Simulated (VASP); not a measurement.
Set up this calculation in VASP 6.6.1, as the native input.

| Item | Value |
| --- | --- |
| Task | single point |
| Functional | PBE |
| Potentials or basis | VASP PAW PBE potentials, release 64 (Ag, Cl) |
| Cutoff | 520 eV |
| k mesh | 10 × 10 × 10 |
| Occupations | gaussian, width 0.05 eV |
| Spin | no spin polarisation |
| Dipole correction | no |
| Further INCAR settings | ALGO = Normal; EDIFF = 1e-06; NBANDS = 16 |

The structure of AgCl lies in POSCAR:

```
AgCl
1.0
    3.5337985951      0.0000000000      0.0000000000
    0.0000000000      3.5337985951      0.0000000000
    0.0000000000      0.0000000000      3.5337985951
Ag Cl
1 1
Direct
    0.0000000000      0.0000000000      0.0000000000
    0.5000000000      0.5000000000      0.5000000000
```

This cell differs from its parent crystal: strained.

The input as run:

INCAR

```
SYSTEM = AgCl
PREC     = Accurate       ! precision mode
ENCUT    = 520            ! plane-wave cutoff, eV
EDIFF    = 1E-6           ! SCF threshold, eV
ISMEAR   = 0              ! smearing method
SIGMA    = 0.05           ! smearing width, eV
LREAL    = .False.        ! projectors in reciprocal space
LASPH    = .True.         ! aspherical terms in the spheres
NELM     = 60             ! most SCF steps
ALGO     = Normal         ! electronic algorithm
ISIF     = 2              ! what is computed and relaxed
LWAVE    = .False.        ! write WAVECAR
LCHARG   = .True.         ! write CHGCAR
GGA      = PE             ! functional
LELF     = .True.         ! ELF
LVHAR    = .True.       
NBANDS   = 16             ! bands
```

KPOINTS

```
Automatic mesh
0
Gamma
  10 10 10
  0 0 0
```

Potentials or basis: VASP PAW PBE potentials, release 64 (Ag, Cl).

The run is started by

```console
$ cat potpaw_PBE.64/Ag/POTCAR potpaw_PBE.64/Cl/POTCAR > POTCAR
$ mpirun -np 1 vasp_std > vasp.out
```

Results of the run:

```json
{
 "Pressure": "-3.4 GPa",
 "Band gap on the k mesh": "0.57 eV (least direct gap 1.81 eV)"
}
```

Caveat: the cell differs from its parent crystal (strained); the cell stands under tension.

Wall time 15 s on 1 thread of Intel(R) Xeon(R) 6975P-C (Granite Rapids), on a shared host, peak memory 0.17 GiB.
